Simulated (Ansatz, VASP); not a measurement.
Two plane-wave programs on In3GaP4

```xyz
8
Lattice="5.4639 0.0000 0.0000 0.0000 5.4639 0.0000 0.0000 0.0000 5.4639" Properties=species:S:1:pos:R:3 pbc="T T T"
In    2.7320    0.0000    2.7320
In    2.7320    2.7320    0.0000
In    0.0000    2.7320    2.7320
Ga    0.0000    0.0000    0.0000
P     0.0000    2.7320    0.0000
P     2.7320    2.7320    2.7320
P     0.0000    0.0000    2.7320
P     2.7320    0.0000    0.0000
```

Alike in both runs: functional PBE; k mesh 4 × 4 × 4; occupations gaussian, width 0.1 eV; no spin polarisation.

Ansatz relaxed the structure, and its values are those at the end. VASP's run is a single point on that final structure, the one shown.

```csv
,VASP,Ansatz
version,VASP 6.6.1,Ansatz 0.2.0
potentials or method,"VASP PAW PBE potentials, release 64 (In_d, Ga_d, P), cutoff 520 eV","scalar-relativistic, plane waves, PAW"
valence electrons in the cell,72,72
```

```tsv
	VASP	Ansatz	Ansatz less VASP
gap on the k mesh at the Fermi level (eV)	none	none	-
pressure (GPa)	-0.1	-0.1	+0.02
```

A gap of «none» marks a metal or a gap that the smearing closes.
